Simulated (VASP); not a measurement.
# AlNi (P4/mmm) in VASP: notebook, part 2 of 2

VASP 6.6.1. The steps go on from the part before.

## Step 4: Single point, PBEsol

This run uses another cell than the first one, of the same volume but with other edges.

Input file INCAR:

```
SYSTEM = AlNi
PREC = Accurate
ENCUT = 520
EDIFF = 1E-6
ISMEAR = 0
SIGMA = 0.15
LREAL = .FALSE.
LASPH = .TRUE.
NELM = 100
ALGO = Fast
ISIF = 2
LWAVE = .FALSE.
LCHARG = .FALSE.
GGA = PS
NBANDS = 14
```

Input file KPOINTS:

```
regular mesh
0
G
  18 18 18
  0 0 0
```

Input file POSCAR:

```
AlNi
1.0
    3.0413771801      0.0000000000      0.0000000000
    0.0000000000      3.0413771801      0.0000000000
    0.0000000000      0.0000000000      2.5851706031
Al Ni
1 1
Direct
    0.0000000000      0.0000000000      0.0000000000
    0.5000000000      0.5000000000      0.5000000000
```

Potentials or basis: VASP PAW PBE potentials, release 64 (Al, Ni).

Launch:

```bash
cat potpaw_PBE.64/Al/POTCAR potpaw_PBE.64/Ni/POTCAR > POTCAR
mpirun -np 1 vasp_std > vasp.out
```

OUTCAR:

```text
SYSTEM = AlNi
   PREC = Accurate
   ENCUT = 520
   EDIFF = 1E-6
   ISMEAR = 0
   LREAL = .FALSE.
   LASPH = .TRUE.
   NELM = 100
   ISIF = 2
   GGA = PS

 ion  position               nearest neighbor table
   1  0.000  0.000  0.000-   2 2.51   2 2.51   2 2.51   2 2.51   2 2.51   2 2.51   2 2.51   2 2.51

   2  0.500  0.500  0.500-   1 2.51   1 2.51   1 2.51   1 2.51   1 2.51   1 2.51   1 2.51   1 2.51

  LATTYP: Found a simple tetragonal cell.
 ALAT       =     3.0413771801
 C/A-ratio  =     0.8500000000

  Lattice vectors:

 A1 = (   3.0413771801,   0.0000000000,   0.0000000000)
 A2 = (   0.0000000000,   3.0413771801,   0.0000000000)
 A3 = (   0.0000000000,   0.0000000000,   2.5851706031)

Analysis of symmetry for initial positions (statically):
=====================================================================
 Subroutine PRICEL returns:
 Original cell was already a primitive cell.

 Routine SETGRP: Setting up the symmetry group for a
 simple tetragonal supercell.

 Subroutine GETGRP returns: Found 16 space group operations
 (whereof 16 operations were pure point group operations)
 out of a pool of 16 trial point group operations.

The static configuration has the point symmetry D_4h.

Analysis of symmetry for dynamics (positions and initial velocities):
=====================================================================
 Subroutine PRICEL returns:
 Original cell was already a primitive cell.

 Routine SETGRP: Setting up the symmetry group for a
 simple tetragonal supercell.

 Subroutine GETGRP returns: Found 16 space group operations
 (whereof 16 operations were pure point group operations)
 out of a pool of 16 trial point group operations.

The dynamic configuration has the point symmetry D_4h.

 Subroutine INISYM returns: Found 16 space group operations
 (whereof 16 operations are pure point group operations),
 and found     1 'primitive' translations

----------------------------------------------------------------------------------------

                                     Primitive cell
[... 123 lines left out ...]
 RMM-DIIS sequential band-by-band and
 Gauss-broadening in eV      SIGMA  =   0.15
  energy-cutoff  :      520.00
  volume of cell :       23.91
 maximum number of plane-waves:       660
 NGX is ok and might be reduce to    24

 number of electron      13.0000002 magnetization

 Free energy of the ion-electron system (eV)
  ---------------------------------------------------
  ext. energy  EPLUGINS =         0.00000000
  ---------------------------------------------------
  free energy    TOTEN  =       -11.44432484 eV

  energy without entropy =      -11.43390322  energy(sigma->0) =      -11.43911403

 E-fermi :   9.9272     XC(G=0): -12.1643

 val. band max:        9.9267222917   @ k =   0.2778   0.2778   0.0000
 cond. band min:       9.9329831991   @ k =   0.2222   0.0000   0.4444
 fundamental gap:      0.0062609074
 Fermi energy:         9.9271655689

 k-point     1 :       0.0000    0.0000    0.0000
  band No.  band energies     occupation
      1      -1.2536      2.00000
      2       6.5646      2.00000
      3       6.5851      2.00000
      4       8.0462      2.00000
      5       8.5583      2.00000
      6       8.5583      2.00000
      7      13.5479      0.00000
      8      13.5479      0.00000
      9      17.3235      0.00000
     10      17.4946      0.00000
     11      19.7454      0.00000
     12      24.8829      0.00000
     13      28.3724      0.00000
     14      30.3017      0.00000
[... 377 lines left out ...]
      1       0.7237      2.00000
      2       5.1674      2.00000
      3       6.8120      2.00000
      4       7.3701      2.00000
      5       8.3117      2.00000
      6       8.5547      2.00000
      7       9.2699      2.00000
      8      14.0733      0.00000
      9      18.2911      0.00000
     10      20.7920      0.00000
     11      21.9071      0.00000
     12      23.8296      0.00000
     13      26.6903      0.00000
     14      26.8483      0.00000

 [... further k-points ...]

------------------------ aborting loop because EDIFF is reached ----------------------------------------

  FORCE on cell =-STRESS in cart. coord.  units (eV):
  Direction    XX          YY          ZZ          XY          YZ          ZX
  --------------------------------------------------------------------------------------
  -------------------------------------------------------------------------------------
  Total       -1.2432298     -1.2432298      1.8750333      0.0000000      0.0000000      0.0000000
  in kB      -83.2975468    -83.2975468    125.6289709      0.0000000      0.0000000      0.0000000
  external PRESSURE =     -13.6553743 kB  Pullay stress =       0.0000000 kB

 VOLUME and BASIS-vectors are now :
 -----------------------------------------------------------------------------
  energy-cutoff  :      520.00
  volume of cell :       23.91
      direct lattice vectors                 reciprocal lattice vectors
     3.041377180  0.000000000  0.000000000     0.328798416  0.000000000  0.000000000
     0.000000000  3.041377180  0.000000000     0.000000000  0.328798416  0.000000000
     0.000000000  0.000000000  2.585170603     0.000000000  0.000000000  0.386821666

 POSITION                                       TOTAL-FORCE (eV/Angst)
 -----------------------------------------------------------------------------------
      0.00000      0.00000      0.00000         0.000000      0.000000      0.000000
      1.52069      1.52069      1.29259         0.000000      0.000000      0.000000
 -----------------------------------------------------------------------------------
    total drift:                                0.000000     -0.000000     -0.000000

  FREE ENERGIE OF THE ION-ELECTRON SYSTEM (eV)
  ---------------------------------------------------
  free  energy   TOTEN  =       -11.4443248407 eV

  energy  without entropy=      -11.4339032200  energy(sigma->0) =      -11.43911403
```

OSZICAR:

```text
N       E                     dE             d eps       ncg     rms          rms(c)
DAV:   1     0.392302037755E+02    0.39230E+02   -0.53830E+03 15622   0.969E+02
DAV:   2    -0.113928115290E+02   -0.50623E+02   -0.45675E+02 16480   0.179E+02
DAV:   3    -0.131345499297E+02   -0.17417E+01   -0.17249E+01 19414   0.367E+01
DAV:   4    -0.131579268796E+02   -0.23377E-01   -0.23371E-01 18018   0.387E+00
DAV:   5    -0.131586101620E+02   -0.68328E-03   -0.68327E-03 19738   0.721E-01    0.130E+01
RMM:   6    -0.155394550662E+02   -0.23808E+01   -0.16923E+01 18771   0.515E+01    0.184E+01
RMM:   7    -0.114670696446E+02    0.40724E+01   -0.46416E+00 17245   0.262E+01    0.121E+00
RMM:   8    -0.114556068767E+02    0.11463E-01   -0.11215E-01 16350   0.335E+00    0.812E-01
RMM:   9    -0.114484823996E+02    0.71245E-02   -0.31186E-02 17439   0.107E+00    0.587E-01
RMM:  10    -0.114443989468E+02    0.40835E-02   -0.84598E-03 18754   0.114E+00    0.163E-01
RMM:  11    -0.114444355128E+02   -0.36566E-04   -0.86267E-04 20821   0.349E-01    0.120E-01
RMM:  12    -0.114443201486E+02    0.11536E-03   -0.33648E-04 20693   0.193E-01    0.366E-02
RMM:  13    -0.114443234869E+02   -0.33383E-05   -0.99457E-05 21294   0.700E-02    0.863E-03
RMM:  14    -0.114443244137E+02   -0.92689E-06   -0.13995E-05 21502   0.263E-02    0.416E-03
RMM:  15    -0.114443248407E+02   -0.42694E-06   -0.13929E-06 12402   0.132E-02
   1 F= -.11444325E+02 E0= -.11439114E+02  d E =-.104216E-01
```

stdout:

```text
POSCAR found type information on POSCAR AlNi
 POSCAR found :  2 types and       2 ions
 scaLAPACK will be used
 -----------------------------------------------------------------------------
|                                                                             |
|                                                                             |
|     You enforced a specific xc type in the INCAR file but a different       |
|     I HOPE YOU KNOW WHAT YOU ARE DOING!                                     |
|                                                                             |
 -----------------------------------------------------------------------------

 LDA part: xc-table for (Slater+PW92), standard interpolation
 POSCAR, INCAR and KPOINTS ok, starting setup
 FFT: planning ... GRIDC
 FFT: planning ... GRID_SOFT
 FFT: planning ... GRID
 WAVECAR not read
 entering main loop
WARNING in EDDRMM: call to ZHEGV failed, returncode =   8  4     14
WARNING in EDDRMM: call to ZHEGV failed, returncode =   8  4     14
```

Run time: 2.8 min. Hardware: 1 thread of Intel Xeon 8259CL, shared host; peak memory 0.29 GiB.

Results:

```yaml
Free_energy: -11.4443 eV
Pressure: -1.4 GPa
Band_gap_on_the_k_mesh: zero (an odd number of electrons rules out a gap without spin polarisation)
```

Stress tensor (GPa, compression positive):
```
-8.33  0.00  0.00
 0.00 -8.33  0.00
 0.00  0.00 12.56
```

Caveat: the PAW data sets were made with another functional, which shifts forces and pressure a little. Spin polarisation is off, so any magnetic state and its effect on volume and gap are missing.

## Step 5: Single point, PBEsol

This run uses another cell than the first one, of the same volume but with other edges.

Input file INCAR:

```
PREC     = Accurate       # precision mode
ENCUT    = 520            # plane-wave cutoff, eV
EDIFF    = 1E-6           # SCF threshold, eV
ISMEAR   = 0              # smearing method
SIGMA    = 0.15           # smearing width, eV
LREAL    = False          # projectors in reciprocal space
LASPH    = True           # aspherical terms in the spheres
NELM     = 80             # most SCF steps
ALGO     = Fast           # electronic algorithm
ISIF     = 2              # what is computed and relaxed
LWAVE    = False          # write WAVECAR
LCHARG   = False          # write CHGCAR
GGA      = PS             # functional
NBANDS   = 14             # bands
```

Input file KPOINTS:

```
regular mesh
0
Gamma
  18 18 18
```

Input file POSCAR:

```
AlNi
1.0
    2.7111247992      0.0000000000      0.0000000000
    0.0000000000      2.7111247992      0.0000000000
    0.0000000000      0.0000000000      3.2533497590
Al Ni
1 1
Direct
    0.0000000000      0.0000000000      0.0000000000
    0.5000000000      0.5000000000      0.5000000000
```

Launch:

```bash
cat potpaw_PBE.64/Al/POTCAR potpaw_PBE.64/Ni/POTCAR > POTCAR
mpirun -np 1 vasp_std > vasp.out
```

Wall time 3.1 min (1 thread of Intel Xeon 8259CL, shared host); peak memory 0.29 GiB.

The run converged. Its results:

| Item | Value |
| --- | --- |
| Free energy | -11.4975 eV |
| Pressure | -1.9 GPa |
| Band gap on the k mesh | zero (an odd number of electrons rules out a gap without spin polarisation) |

Stress tensor (GPa, compression positive):
```
 0.99  0.00  0.00
 0.00  0.99  0.00
 0.00  0.00 -7.76
```

Levels at points of the mesh, in eV from the Fermi level:
```csv
k point,band 3,band 4,band 5,band 6,band 7,band 8,band 9,band 10,band 11,band 12
"(0.00, 0.00, 0.00)",-3.21,-1.63,-1.63,-1.21,1.68,6.27,7.77,7.77,8.82,14.87
"(0.50, 0.00, 0.00)",-2.94,-2.75,-1.92,-1.50,-0.22,6.67,7.46,8.51,12.00,12.34
"(0.50, 0.50, 0.00)",-2.54,-2.54,-2.03,-2.03,-0.74,2.51,3.55,9.94,12.59,12.59
"(0.00, 0.00, 0.50)",-2.98,-1.94,-1.94,-1.52,-1.19,8.51,11.63,11.63,11.74,11.74
"(0.50, 0.00, 0.50)",-3.51,-2.75,-1.88,-1.76,-1.37,1.28,1.90,14.10,15.68,15.77
"(0.50, 0.50, 0.50)",-4.02,-1.28,-0.73,1.82,2.28,2.28,3.80,3.80,3.89,5.72
```

Caveat: the PAW data sets were made with another functional, which shifts forces and pressure a little.

## Step 6: The runs side by side

| cell | gap on the mesh (eV) | pressure (GPa) |
| --- | --- | --- |
| a = 3.234, b = 3.234, c = 2.286 Å, 2 atoms | none | 11.9 |
| a = 2.567, b = 2.567, c = 3.629 Å, 2 atoms | none | -0.2 |
| a = 3.041, b = 3.041, c = 2.585 Å, 2 atoms | none | -1.4 |
| a = 2.711, b = 2.711, c = 3.253 Å, 2 atoms | none | -1.9 |

Alike in all rows: task single point; level PBEsol; potentials or basis VASP PAW PBE potentials, release 64 (Al, Ni); no spin polarisation; k mesh 18 × 18 × 18; cutoff (eV) 520; smearing gaussian 0.15 eV.

Caveats: the PAW data sets were made with another functional, which shifts forces and pressure a little; the cell stands under pressure (at least some runs).

Total energies depend on the potentials used, so only differences within one code and one set of settings carry meaning.
